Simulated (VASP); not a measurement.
## Al: single point with r2SCAN

Crystal: Al.

```
CELL_PARAMETERS angstrom
-1.63607 1.63607 1.50518
1.63607 -1.63607 1.50518
1.63607 1.63607 -1.50518
ATOMIC_POSITIONS crystal
Al 0.00000 0.00000 0.00000
```

This cell differs from its parent crystal: ratio of the length along z to the lengths across it x 0.92, volume and fractional coordinates fixed.

* Program: VASP 6.6.1
* Task: single point
* Functional: r2SCAN
* Potentials or basis: VASP PAW PBE potentials, release 64 (Al)
* Cutoff: 520 eV
* k mesh: 24 × 24 × 24
* Occupations: gaussian, width 0.15 eV
* Spin: no spin polarisation

* Pressure: 0.2 GPa
* Band gap on the k mesh: zero (an odd number of electrons rules out a gap without spin polarisation)

Stress tensor (GPa, compression positive):
```
 0.94  0.00  0.00
 0.00  0.94  0.00
 0.00  0.00 -1.36
```

Levels at points of the mesh, in eV from the Fermi level:
```tsv
k point	band 1	band 2	band 3	band 4	band 5	band 6
(0.00, 0.00, 0.00)	-12.03	12.82	15.02	15.02	15.55	15.55
(0.50, 0.00, 0.00)	-4.63	-3.73	8.15	8.50	10.11	12.19
(0.50, 0.50, 0.00)	-5.10	-4.57	10.12	10.29	12.36	13.03
(0.50, 0.50, 0.50)	1.23	1.23	2.44	2.97	3.85	7.30
```

It took 2.3 min on 1 thread of Intel(R) Xeon(R) 6975P-C (Granite Rapids), on a shared host, peak memory 0.23 GiB.

Caveat: the PAW data sets were made with another functional, which shifts forces and pressure a little.
